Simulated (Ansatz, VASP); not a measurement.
One calculation of TiTe2, two programs

Contents of INCAR:

```
SYSTEM = TiTe2
ALGO = Normal ; EDIFF = 1E-6
ENCUT = 520 ; GGA = PE
ISIF = 2 ; ISMEAR = 0
LASPH = .True. ; LCHARG = .False.
LREAL = .False. ; LWAVE = .False.
NBANDS = 19 ; NELM = 80
PREC = Accurate ; SIGMA = 0.05
```

Contents of KPOINTS:

```
k-points
0
Gamma
  10 10 6
  0 0 0
```

POSCAR

```
TiTe2
1.0
    3.7827265013     -0.0230768823     -0.0477795940
   -1.9113484170      3.3229950679      0.0290316072
   -0.0897675743      0.0111548170      7.0552783824
Ti Te
1 2
Direct
    0.0235954798     -0.0319364642      0.0218491930
    0.2737797741      0.6164045892      0.2415660596
    0.7026247462      0.4155318750      0.7365847474
```

Input for Ansatz:

```yaml
crystal:
  lattice:
    - [3.7827265013, -0.0230768823, -0.047779594]
    - [-1.911348417, 3.3229950679, 0.0290316072]
    - [-0.0897675743, 0.011154817, 7.0552783824]
  atoms:
    - { symbol: Ti, position: [0.0235954798, -0.0319364642, 0.021849193] }
    - { symbol: Te, position: [0.2737797741, 0.6164045892, 0.2415660596] }
    - { symbol: Te, position: [0.7026247462, 0.415531875, 0.7365847474] }
basis:
  ecutwfc: 420
  ecutrho_ratio: 4
kpoints:
  mp_grid: { grid: [10, 10, 6] }
hamiltonian:
  xc: pbe
scf:
  occupations: { method: gaussian, width: 0.05 }
output:
  forces: true
  stress: true
  eigenvalues: true
```

Change from the starting cell: all atoms moved at random (sigma 0.15 Å), cell strained at random (1 %).

Alike in both runs: task single point; functional PBE; k mesh 10 × 10 × 6; occupations gaussian, width 0.05 eV; no spin polarisation.

|  | VASP | Ansatz |
| --- | --- | --- |
| version | VASP 6.6.1 | Ansatz 0.2.0 |
| potentials or method | VASP PAW PBE potentials, release 64 (Ti_sv, Te), cutoff 520 eV | scalar-relativistic, plane waves, PAW |
| valence electrons in the cell | 24 | 44 |

```csv
,VASP,Ansatz,Ansatz less VASP
gap on the k mesh at the Fermi level (eV),none,none,-
pressure (GPa),0.5,0.5,+0.01
"traceless stress, the component that is largest in VASP (GPa)",4.13,4.13,+0.005
rms of the force components (eV/Å),1.133,1.133,-0.0001
```

Atom by atom the forces differ by 0.004 eV/Å (rms over components). A gap of «none» marks a metal or a gap that the smearing closes. VASP's potentials hold 24 valence electrons a cell and Ansatz's 44, so a difference there can come from the potentials and not from the codes.

Spin-orbit coupling is off throughout.
